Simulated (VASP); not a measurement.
Set up this calculation in VASP 6.6.1, as the native input.

* Task: single point
* Functional: PBE
* Potentials or basis: VASP PAW PBE potentials, release 64 (Zn, S)
* Cutoff: 520 eV
* k mesh: 8 × 8 × 2
* Occupations: fermi-dirac, width 0.05 eV
* Spin: no spin polarisation
* Dipole correction: no
* Further INCAR settings: ALGO = Normal; EDIFF = 1e-07; NBANDS = 66

The structure of ZnS lies in POSCAR:

```
ZnS
1.0
    3.7604801709      0.0000000000      0.0000000000
   -1.8802400855      3.2566713584      0.0000000000
    0.0000000000      0.0000000000     18.4373916028
Zn S
6 6
Direct
    0.3333333333      0.6666666667      0.8333300000
    0.6666666667      0.3333333333      0.3333300000
    0.6666666667      0.3333333333      0.6666700000
    0.3333333333      0.6666666667      0.1666700000
    0.0000000000      0.0000000000      0.5000000000
    0.0000000000      0.0000000000      0.0000000000
    0.3333333333      0.6666666667      0.9583300000
    0.6666666667      0.3333333333      0.4583300000
    0.6666666667      0.3333333333      0.7916700000
    0.3333333333      0.6666666667      0.2916700000
    0.0000000000      0.0000000000      0.6250000000
    0.0000000000      0.0000000000      0.1250000000
```

One way to write it, as run:

INCAR

```
ALGO = Normal
EDIFF = 1E-7
ENCUT = 520
GGA = PE
ISIF = 2
ISMEAR = -1
LASPH = True
LCHARG = True
LELF = True
LREAL = False
LVHAR = True
LWAVE = False
NBANDS = 66
NELM = 100
PREC = Accurate
SIGMA = 0.05
```

KPOINTS

```
k-points
0
Gamma
  8 8 2
```

Potentials or basis: VASP PAW PBE potentials, release 64 (Zn, S).

Launch:

```bash
$ cat potpaw_PBE.64/Zn/POTCAR potpaw_PBE.64/S/POTCAR > POTCAR
$ mpirun -np 1 vasp_std > vasp.out
```

Results of the run:

```yaml
Pressure: 5.8 GPa
Largest_force: 0.036 eV/Å
Band_gap_on_the_k_mesh: 2.35 eV
```

Caveat: the cell stands under pressure.

It took 7.3 min on 1 thread of Intel(R) Xeon(R) Platinum 8259CL CPU @ 2.50GHz (Skylake/Cascade Lake) (shared host), peak memory 0.45 GiB.
